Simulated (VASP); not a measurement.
Si5P13: single point with PBE

Si5P13:

```xyz
18
Lattice="6.8561 -0.4053 0.7655 -0.4114 7.3063 -0.0138 0.7617 -0.0298 7.0466" Properties=species:S:1:pos:R:3 pbc="T T T"
Si    5.7740    2.3036    4.9295
Si    3.0471    4.7367    0.5944
Si    6.4895    2.5332    0.7873
Si    3.1548    3.1455    5.1188
Si    4.8042    4.4483    3.8891
P     5.2774    6.1160    5.5520
P     6.1788    0.3452    3.8331
P     4.2299    0.4098    2.7346
P     3.1663    5.6239    2.7705
P     2.4964    1.2808    3.8548
P     0.5219    5.8091    4.2966
P     2.2335   -0.0775    5.6539
P     4.2921    2.9167    1.3071
P    -0.0146    5.4952    2.0810
P     0.8188    3.6882    4.9936
P     4.2915    1.7286    6.6075
P     1.0967    3.6466    1.5877
P     7.3024    0.2378    7.4736
```

```yaml
Program: VASP 6.6.1
Task: single point
Functional: PBE
Potentials_or_basis: VASP PAW PBE potentials, release 64 (Si, P)
Cutoff: 520 eV
k_mesh: 2 × 2 × 2, shifted
Occupations: gaussian, width 0.1 eV
Spin: no spin polarisation
```

| Property | Result |
| --- | --- |
| Pressure | -0.1 GPa |
| Largest force | 0.071 eV/Å |

Forces in eV/Å, atoms in the order of the input:
```
Si  -0.004 -0.027  0.018
Si  -0.017  0.009  0.037
Si   0.001 -0.001 -0.020
Si  -0.002 -0.043 -0.012
Si  -0.008  0.019  0.010
P    0.049 -0.011 -0.050
P   -0.048  0.005  0.019
P    0.006 -0.018  0.046
P    0.004  0.014 -0.011
P    0.038 -0.009  0.031
P   -0.024 -0.008  0.023
P   -0.035  0.016 -0.045
P    0.003 -0.008 -0.055
P    0.030 -0.029  0.012
P   -0.020  0.027  0.002
P    0.014  0.016 -0.003
P   -0.012  0.058  0.004
P    0.025 -0.010 -0.007
```

Stress tensor (GPa, compression positive):
```
-0.11 -0.06  0.07
-0.06 -0.14 -0.03
 0.07 -0.03 -0.19
```

Levels at points of the mesh, in eV from the Fermi level:
| k point | band 40 | band 41 | band 42 | band 43 | band 44 | band 45 |
| --- | --- | --- | --- | --- | --- | --- |
| (0.25, 0.25, 0.25) | -1.00 | -0.86 | -0.36 | -0.07 | 0.88 | 0.97 |

Wall time 72 s on 1 thread of Intel(R) Xeon(R) 6975P-C (Granite Rapids), on a shared host, peak memory 0.4 GiB.

Caveat: the k points lie up to 0.47 Å⁻¹ apart.
